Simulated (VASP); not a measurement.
# ScAl7N8 (Cm) in VASP: notebook

Runs on ScAl7N8. Level: PBEsol. Tasks: single point.

Program: VASP 6.6.1. These are calculated values, not measurements. Logs are shortened: lines on timing, memory, paths and dates and some standing lists are left out, and cuts for length are marked.

**1. The cell of the first run**

The structure is monoclinic, space group Cm (No. 8). Conventional cell: a = 10.028 Å, b = 6.331 Å, c = 7.429 Å, α = 90.00°, β = 132.36°, γ = 90.00°. Sc (site symmetry m) has 4 N at 1.91 to 2.26 Å within 2.5 Å. Al (site symmetry 1) has 4 N at 1.83 to 2.18 Å within 2.4 Å. Within 2.4 Å of Al (site symmetry m) lie 4 N at 1.83 to 2.20 Å. Al (site symmetry 1) has 4 N at 1.85 to 2.17 Å within 2.5 Å. Al (site symmetry m) has 4 N at 1.85 to 2.17 Å within 2.5 Å. Al (site symmetry m) has 4 N at 1.85 to 2.18 Å within 2.5 Å. N (site symmetry m) has 3 Al at 1.85 Å and 1 Sc at 2.26 Å within 2.5 Å. N (site symmetry m) has 4 Al at 1.86 to 2.20 Å within 2.5 Å.

**2. Single point, PBEsol (atoms moved along the polar distortion)**

INCAR

```
SYSTEM = ScAl7N8
PREC = Accurate ; ENCUT = 520
EDIFF = 1E-6 ; ISMEAR = 0
SIGMA = 0.01 ; LREAL = Auto
LASPH = .True. ; NELM = 100
ALGO = Normal ; ISIF = 2
LWAVE = .False. ; LCHARG = .False.
GGA = PS ; NBANDS = 50
```

KPOINTS

```
Automatic mesh
0
Gamma
  6 6 6
  0 0 0
```

POSCAR

```
ScAl7N8
1.0
    3.1653429529     -0.0036621200      5.0137535171
    3.1653429529      0.0036621200     -5.0137535171
   -3.1653429529      5.4897408600     -0.0040008947
Sc Al N
1 7 8
Direct
    0.1517002756      0.1829536323      0.3346539034
    0.1548027230      0.1819803921      0.8336991794
    0.6525838726      0.6793024509      0.3318863190
    0.6517187918      0.6788964609      0.8336991794
    0.0705384480      0.5966338675      0.1647718108
    0.5681379388      0.0942333583      0.1647718108
    0.0691827756      0.5999454815      0.6691282616
    0.5722423419      0.0952682565      0.6675106029
    0.3772491193      0.9572866882      0.3345358030
    0.8727174112      0.4601664378      0.3328838444
    0.3714629440      0.9639362005      0.8328775398
    0.8689413438      0.4614146004      0.8328775398
    0.2910681163      0.3847694823      0.1608238941
    0.2897087762      0.3882336965      0.6779424772
    0.7760544073      0.8697557734      0.1608238941
    0.7898907146      0.8772232208      0.6671139399
```

Potentials or basis: VASP PAW PBE potentials, release 64 (Sc_sv, Al, N).

Launch:

```
$ cat potpaw_PBE.64/Sc_sv/POTCAR potpaw_PBE.64/Al/POTCAR potpaw_PBE.64/N/POTCAR > POTCAR
$ mpirun -np 1 vasp_std > vasp.out
```

OUTCAR:

```text
SYSTEM = ScAl7N8
   PREC = Accurate
   ENCUT = 520
   EDIFF = 1E-6
   ISMEAR = 0
   LREAL = Auto
   LASPH = .True.
   NELM = 100
   ISIF = 2
   GGA = PS

 ion  position               nearest neighbor table
   1  0.152  0.183  0.335-  13 1.91  15 1.91  14 1.91   9 2.26   5 3.09   6 3.09   7 3.11   6 3.13
                             5 3.13   8 3.13   2 3.16   4 3.16   3 3.17   3 3.17   4 3.18   2 3.18
   2  0.155  0.182  0.834-  14 1.83  13 1.83  16 1.86  11 2.18   8 3.09   7 3.09   5 3.09   6 3.10
                             7 3.11   8 3.11   4 3.15   3 3.15   1 3.16   1 3.18   3 3.18   4 3.18
   3  0.653  0.679  0.332-  15 1.83  13 1.83  16 1.87  10 2.20   6 3.10   5 3.10   7 3.10   8 3.10
                             5 3.11   6 3.11   2 3.15   4 3.15   1 3.17   1 3.17   4 3.18   2 3.18
   4  0.652  0.679  0.834-  14 1.83  15 1.83  16 1.86  12 2.18   8 3.09   7 3.09   6 3.09   5 3.10
                             7 3.11   8 3.11   2 3.15   3 3.15   1 3.16   1 3.18   3 3.18   2 3.18
   5  0.071  0.597  0.165-   9 1.85  12 1.85  10 1.86  13 2.17   1 3.09   2 3.09   3 3.10   4 3.10
                             3 3.11   1 3.13   7 3.14   6 3.15   8 3.16   8 3.18   6 3.18   7 3.19
   6  0.568  0.094  0.165-   9 1.85  11 1.85  10 1.86  15 2.17   1 3.09   4 3.09   3 3.10   2 3.10
                             3 3.11   1 3.13   7 3.14   5 3.15   8 3.16   8 3.18   5 3.18   7 3.19
   7  0.069  0.600  0.669-  12 1.85  11 1.85  10 1.87  14 2.17   4 3.09   2 3.09   3 3.10   1 3.11
                             2 3.11   4 3.11   5 3.14   6 3.14   8 3.17   8 3.17   6 3.19   5 3.19
   8  0.572  0.095  0.668-   9 1.85  11 1.85  12 1.85  16 2.18   4 3.09   2 3.09   3 3.10   2 3.11
                             4 3.11   1 3.13   6 3.16   5 3.16   7 3.17   7 3.17   5 3.18   6 3.18
   9  0.377  0.957  0.335-   8 1.85   6 1.85   5 1.85   1 2.26
  10  0.873  0.460  0.333-   5 1.86   6 1.86   7 1.87   3 2.20
  11  0.371  0.964  0.833-   8 1.85   6 1.85   7 1.85   2 2.18
  12  0.869  0.461  0.833-   8 1.85   5 1.85   7 1.85   4 2.18
  13  0.291  0.385  0.161-   2 1.83   3 1.83   1 1.91   5 2.17
  14  0.290  0.388  0.678-   2 1.83   4 1.83   1 1.91   7 2.17
  15  0.776  0.870  0.161-   4 1.83   3 1.83   1 1.91   6 2.17
  16  0.790  0.877  0.667-   4 1.86   2 1.86   3 1.87   8 2.18

  LATTYP: Found a base centered monoclinic cell.
 ALAT       =    10.0275097091
 B/A-ratio  =     0.6313318151
 C/A-ratio  =     0.7408930550
 COS(beta)  =    -0.6737829789

  Lattice vectors:

 A1 = (   3.1653429529,   0.0036621200,  -5.0137535171)
 A2 = (  -3.1653429529,   0.0036621200,  -5.0137535171)
 A3 = (   0.0000000000,   5.4860787400,   5.0097526224)

Analysis of symmetry for initial positions (statically):
=====================================================================
 Subroutine PRICEL returns:
 Original cell was already a primitive cell.

 Routine SETGRP: Setting up the symmetry group for a
 base centered monoclinic supercell.

 Subroutine GETGRP returns: Found  2 space group operations
 (whereof  2 operations were pure point group operations)
 out of a pool of  4 trial point group operations.

The static configuration has the point symmetry C_1h.

Analysis of symmetry for dynamics (positions and initial velocities):
=====================================================================
 Subroutine PRICEL returns:
 Original cell was already a primitive cell.

 Routine SETGRP: Setting up the symmetry group for a
 base centered monoclinic supercell.

 Subroutine GETGRP returns: Found  2 space group operations
 (whereof  2 operations were pure point group operations)
 out of a pool of  4 trial point group operations.

The dynamic configuration has the point symmetry C_1h.

 Subroutine INISYM returns: Found  2 space group operations
 (whereof  2 operations are pure point group operations),
 and found     1 'primitive' translations

----------------------------------------------------------------------------------------

                                     Primitive cell

  volume of cell :     174.2470

  direct lattice vectors                    reciprocal lattice vectors
     3.165342953 -0.003662120  5.013753517     0.157960767  0.091151708  0.099792263
     3.165342953  0.003662120 -5.013753517     0.157960767  0.091006349 -0.099659212
    -3.165342953  5.489740860 -0.004000895     0.000000000  0.182158058  0.000133051

  length of vectors
     5.929345137  5.929345137  6.336928809     0.207891158  0.207763611  0.182158106

  position of ions in fractional coordinates (direct lattice)
     0.151700276  0.182953632  0.334653903
     0.154802723  0.181980392  0.833699179
     0.652583873  0.679302451  0.331886319
     0.651718792  0.678896461  0.833699179
     0.070538448  0.596633868  0.164771811
     0.568137939  0.094233358  0.164771811
[... 8 lines left out ...]
     0.776054407  0.869755773  0.160823894
     0.789890715  0.877223221  0.667113940

  ion indices of the primitive-cell ions
   primitive index   ion index
                 1           1
                 2           2
                 3           3
                 4           4
                 5           5
                 6           6
[... 8 lines left out ...]
                15          15
                16          16

----------------------------------------------------------------------------------------

 KPOINTS: Automatic mesh

Automatic generation of k-mesh.
 Grid dimensions read from file:
 generate k-points for:    6    6    6

 Generating k-lattice:

  Cartesian coordinates                     Fractional coordinates (reciprocal lattice)
     0.026326794  0.015191951  0.016632044     0.166666667  0.000000000  0.000000000
     0.026326794  0.015167725 -0.016609869     0.000000000  0.166666667 -0.000000000
     0.000000000  0.030359676  0.000022175    -0.000000000  0.000000000  0.166666667

  Length of vectors
     0.034648526  0.034627268  0.030359684

  Shift w.r.t. Gamma in fractional coordinates (k-lattice)
     0.000000000  0.000000000  0.000000000

 Subroutine IBZKPT returns following result:
 ===========================================

 Found     68 irreducible k-points:

 Following reciprocal coordinates:
            Coordinates               Weight
  0.000000  0.000000  0.000000      1.000000
  0.166667  0.000000  0.000000      4.000000
  0.333333  0.000000 -0.000000      4.000000
  0.500000  0.000000  0.000000      2.000000
  0.000000  0.166667  0.000000      4.000000
  0.166667  0.166667  0.000000      4.000000
[... 16 lines left out ...]
  0.333333 -0.000000  0.166667      4.000000
  0.500000  0.000000  0.166667      4.000000
 [... further k-points ...]
   k-points           NKPTS =     68   k-points in BZ     NKDIM =     68   number of bands    NBANDS=     50
   number of dos      NEDOS =    301   number of ions     NIONS =     16
   total plane-waves  NPLWV = 110592
   dimension x,y,z NGX =    48 NGY =   48 NGZ =   48
   dimension x,y,z NGXF=    96 NGYF=   96 NGZF=   96
   ions per type =               1   7   8
   NGX,Y,Z   is equivalent  to a cutoff of  13.46, 13.46, 12.59 a.u.
   NGXF,Y,Z  is equivalent  to a cutoff of  26.92, 26.92, 25.19 a.u.
 SYSTEM =  ScAl7N8
   PREC   = accura    normal or accurate (medium, high low for compatibility)
   ISTART =      0    job   : 0-new  1-cont  2-samecut
   ICHARG =      2    charge: 1-file 2-atom 10-const
   ISPIN  =      1    spin polarized calculation?
   LNONCOLLINEAR =      F non collinear calculations
   LSORBIT =      F    spin-orbit coupling
   LASPH  =      T    aspherical Exc in radial PAW
   ENCUT  =  520.0 eV  38.22 Ry    6.18 a.u.  11.02 11.02 11.78*2*pi/ulx,y,z
   NELM   =    100;   NELMIN=  2; NELMDL= -5     # of ELM steps
   EDIFF  = 0.1E-05   stopping-criterion for ELM
   LREAL  =      T    real-space projection
   EDIFFG = 0.1E-04   stopping-criterion for IOM
   NSW    =      0    number of steps for IOM
   IBRION =     -1    ionic relax: 0-MD 1-quasi-New 2-CG
   NFREE  =      0    steps in history (QN), initial steepest desc. (CG)
   ISIF   =      2    stress and relaxation
   ISYM   =      2    0-nonsym 1-usesym 2-fastsym
   POTIM  = 0.5000    time-step for ionic-motion
   TEBEG  =    0.0;   TEEND  =   0.0 temperature during run
   PSTRESS=    0.0 pullay stress
   NELECT =      72.0000    total number of electrons
   NUPDOWN=      -1.0000    fix difference up-down
   EMIN   =  10.00;   EMAX   =-10.00  energy-range for DOS
   EFERMI =   0.00;   METHOD = LEGACY
   ISMEAR =     0;   SIGMA  =   0.01  broadening in eV -4-tet -1-fermi 0-gaus
   EFERMI_NEDOS =   21; number of points for ismear=-14 and -15
   IALGO  =     38    algorithm
   IMIX   =      4    mixing-type and parameters
     AMIX     =   0.40;   BMIX     =  1.00
     AMIX_MAG =   1.60;   BMIX_MAG =  1.00
  volume/ion in A,a.u.               =      10.89        73.49
  Fermi-wavevector in a.u.,A,eV,Ry     =   1.219356  2.304249 20.229540  1.486829
  Thomas-Fermi vector in A             =   2.354611
   LORBIT       =      0    0 simple, 1 ext, 2 COOP (PROOUT), +10 PAW based schemes
   GGA     = PS    functional components
   LHFCALC =     F    Hartree Fock is set to
   AEXX    =    0.0000 exact exchange contribution
   IVDW    =     0    specifies the selected vdW correction
   LEPSILON=     F    determine dielectric tensor
   LRPA    =     F    only Hartree local field effects (RPA)
 non-spin polarized calculation
 Gauss-broadening in eV      SIGMA  =   0.01
  energy-cutoff  :      520.00
  volume of cell :      174.25
 maximum number of plane-waves:      4730
 NGX is ok and might be reduce to    48
   NGX = 23   NGY = 23   NGZ = 23

 number of electron      72.0000002 magnetization

 Free energy of the ion-electron system (eV)
  ---------------------------------------------------
  ext. energy  EPLUGINS =         0.00000000
  ---------------------------------------------------
  free energy    TOTEN  =      -125.60644738 eV

  energy without entropy =     -125.60644738  energy(sigma->0) =     -125.60644738

 E-fermi :   6.2630     XC(G=0): -11.0614

 val. band max:        6.2051817224   @ k =   0.0000   0.0000   0.0000
 cond. band min:       9.2442116145   @ k =   0.0000   0.0000   0.0000
 fundamental gap:      3.0390298921
 Fermi energy:         6.2630445380

 k-point     1 :       0.0000    0.0000    0.0000
  band No.  band energies     occupation
      1     -40.3220      2.00000
      2     -19.4121      2.00000
      3     -19.4070      2.00000
      4     -19.2513      2.00000
      5      -9.2625      2.00000
      6      -7.4827      2.00000
[... 40 lines left out ...]
     47      13.0028      0.00000
     48      13.5255      0.00000

 k-point     2 :       0.1667    0.0000    0.0000
  band No.  band energies     occupation
      1     -40.3220      2.00000
      2     -19.4125      2.00000
      3     -19.4071      2.00000
      4     -19.2516      2.00000
      5      -9.1501      2.00000
      6      -7.4927      2.00000
[... 40 lines left out ...]
     47      13.0038      0.00000
     48      13.5567      0.00000

 k-point     3 :       0.3333    0.0000   -0.0000
  band No.  band energies     occupation
      1     -40.3220      2.00000
      2     -19.4134      2.00000
      3     -19.4075      2.00000
      4     -19.2520      2.00000
      5      -8.8305      2.00000
      6      -7.8056      2.00000
[... 1060 lines left out ...]
     47      13.4286      0.00000
     48      13.6457      0.00000

 k-point    24 :       0.5000    0.0000    0.1667
  band No.  band energies     occupation
      1     -40.3220      2.00000
      2     -19.4138      2.00000
      3     -19.4076      2.00000
      4     -19.2522      2.00000
      5      -8.5002      2.00000
      6      -8.0881      2.00000
[... 40 lines left out ...]
     47      13.4017      0.00000
     48      13.6775      0.00000

 [... further k-points ...]

 [bands above 48 left out]

------------------------ aborting loop because EDIFF is reached ----------------------------------------

  FORCE on cell =-STRESS in cart. coord.  units (eV):
  Direction    XX          YY          ZZ          XY          YZ          ZX
  --------------------------------------------------------------------------------------
  -------------------------------------------------------------------------------------
  Total       12.6088376     12.3988033    -13.0207464      0.0000000      0.0844354      0.0000000
  in kB      115.9365234    114.0052872   -119.7239687      0.0000000      0.7763721      0.0000000
  external PRESSURE =      36.7392806 kB  Pullay stress =       0.0000000 kB

 VOLUME and BASIS-vectors are now :
 -----------------------------------------------------------------------------
  energy-cutoff  :      520.00
  volume of cell :      174.25
      direct lattice vectors                 reciprocal lattice vectors
     3.165342953 -0.003662120  5.013753517     0.157960767  0.091151708  0.099792263
     3.165342953  0.003662120 -5.013753517     0.157960767  0.091006349 -0.099659212
    -3.165342953  5.489740860 -0.004000895     0.000000000  0.182158058  0.000133051

 POSITION                                       TOTAL-FORCE (eV/Angst)
 -----------------------------------------------------------------------------------
      0.00000      1.83728     -0.15804        -0.000000      0.005525      1.397003
     -1.57291      4.57689     -0.13960         0.024963      0.034307      1.222034
      3.16534      1.82207     -0.13529         0.000000     -0.036471      0.912483
      1.57291      4.57689     -0.13960        -0.024963      0.034307      1.222034
      1.59027      0.90648     -2.63837        -0.022517     -0.006257      1.295611
      1.57507      0.90282      2.37538         0.022517     -0.006257      1.295611
[... 8 lines left out ...]
      4.70049      0.88322     -0.47044        -1.558839     -0.884449     -1.448079
      3.16534      3.66260     -0.44053         0.000000     -0.040485     -1.135608
 -----------------------------------------------------------------------------------
    total drift:                               -0.000020     -0.010711     -0.012984

  FREE ENERGIE OF THE ION-ELECTRON SYSTEM (eV)
  ---------------------------------------------------
  free  energy   TOTEN  =      -125.6064473823 eV

  energy  without entropy=     -125.6064473823  energy(sigma->0) =     -125.60644738
```

It took 25 min on 1 thread of Oxide Virtual Turin-like, shared host; peak memory 0.51 GiB.

What came out:

```
Free energy            : -125.6064 eV
Pressure               : 3.7 GPa
Largest force          : 2.346 eV/Å
Band gap on the k mesh : 3.04 eV
```

Forces in eV/Å, atoms in the order of the input:
```
Sc   0.000  0.006  1.397
Al   0.025  0.034  1.222
Al   0.000 -0.036  0.912
Al  -0.025  0.034  1.222
Al  -0.023 -0.006  1.296
Al   0.023 -0.006  1.296
Al   0.000 -0.017  1.255
Al   0.000  0.012  1.276
N    0.000 -0.005 -0.891
N    0.000  0.033 -0.882
N   -0.030  0.003 -1.258
N    0.030  0.003 -1.258
N    1.559 -0.884 -1.448
N    0.000  1.757 -1.555
N   -1.559 -0.884 -1.448
N    0.000 -0.040 -1.136
```

Caveat: the cell differs from its parent crystal (atoms moved along the polar distortion); the stress differs along the axes, from -12 to 12 GPa; the PAW data sets were made with another functional, which shifts forces and pressure a little. A k mesh can miss the band edges.

**3. Single point, PBEsol (atoms moved along the polar distortion)**

INCAR

```
SYSTEM = ScAl7N8
ALGO = Normal
EDIFF = 1E-7
ENCUT = 520
GGA = PS
ISIF = 2
ISMEAR = 0
LASPH = .True.
LCHARG = .True.
LELF = .True.
LREAL = Auto
LVHAR = .True.
LWAVE = .False.
NBANDS = 50
NELM = 60
PREC = Accurate
SIGMA = 0.01
```

KPOINTS

```
k-points
0
Gamma
  6 6 6
  0 0 0
```

POSCAR

```
ScAl7N8
1.0
    3.1653429529     -0.0036621200      5.0137535171
    3.1653429529      0.0036621200     -5.0137535171
   -3.1653429529      5.4897408600     -0.0040008947
Sc Al N
1 7 8
Direct
    0.1477365650      0.1865571880      0.3342937470
    0.1499928904      0.1858493770      0.8335994023
    0.6483791810      0.6839017834      0.3322809583
    0.6477500313      0.6836065179      0.8335994023
    0.0659825067      0.6010519027      0.1652885906
    0.5642366819      0.0993060779      0.1652885906
    0.0649965632      0.6034603493      0.6684569185
    0.5672217023      0.1000587311      0.6672804394
    0.3799539059      0.9542539559      0.3342078558
    0.8766581181      0.4563483193      0.3330064314
    0.3757457783      0.9590899649      0.8330018462
    0.8739118873      0.4572560739      0.8330018462
    0.2945495382      0.3787868953      0.1624173785
    0.2935609272      0.3813063238      0.6748672571
    0.7836304771      0.8678678343      0.1624173785
    0.7936932461      0.8732987051      0.6669919572
```

Potentials or basis: VASP PAW PBE potentials, release 64 (Sc_sv, Al, N).

Launch:

```
$ cat potpaw_PBE.64/Sc_sv/POTCAR potpaw_PBE.64/Al/POTCAR potpaw_PBE.64/N/POTCAR > POTCAR
$ mpirun -np 1 vasp_std > vasp.out
```

Run time: 39 min. Hardware: 1 thread of Oxide Virtual Turin-like, shared host; peak memory 0.52 GiB.

Results (log left out):

| Property | Result |
| --- | --- |
| Free energy | -124.6776 eV |
| Pressure | 5.5 GPa |
| Largest force | 2.859 eV/Å |
| Band gap on the k mesh | 2.74 eV |

Forces in eV/Å, atoms in the order of the input:
```
Sc   0.000  0.013  1.328
Al   0.089  0.078  1.046
Al   0.000 -0.106  0.781
Al  -0.089  0.078  1.046
Al  -0.028 -0.021  1.122
Al   0.028 -0.021  1.122
Al   0.000 -0.012  1.072
Al   0.000  0.021  1.128
N    0.000 -0.004 -0.819
N    0.000  0.040 -0.756
N   -0.035  0.005 -1.091
N    0.035  0.005 -1.091
N    2.221 -1.269 -1.267
N    0.000  2.512 -1.365
N   -2.221 -1.269 -1.267
N    0.000 -0.050 -0.989
```

Stress tensor (GPa, compression positive):
```
 14.94   0.00   0.00
  0.00  14.66   0.10
  0.00   0.10 -13.02
```

Levels at points of the mesh, in eV from the valence-band top:
| k point | band 34 | band 35 | band 36 | band 37 | band 38 | band 39 |
| --- | --- | --- | --- | --- | --- | --- |
| (0.00, 0.00, 0.00) | -1.31 | -1.15 | 0.00 | 2.74 | 3.78 | 4.08 |
| (0.50, 0.00, 0.00) | -1.14 | -0.99 | -0.91 | 4.06 | 4.40 | 4.55 |
| (0.00, 0.50, 0.00) | -1.07 | -0.95 | -0.91 | 3.96 | 4.38 | 4.64 |
| (0.50, 0.50, 0.00) | -1.78 | -1.40 | -1.13 | 4.01 | 4.13 | 4.42 |
| (0.00, 0.00, 0.50) | -0.98 | -0.60 | -0.55 | 4.32 | 4.49 | 4.54 |
| (0.50, 0.50, 0.50) | -1.70 | -1.37 | -1.05 | 3.89 | 4.23 | 4.62 |

Caveat: the cell differs from its parent crystal (atoms moved along the polar distortion); the stress differs along the axes, from -13 to 15 GPa; the PAW data sets were made with another functional, which shifts forces and pressure a little. A k mesh can miss the band edges.
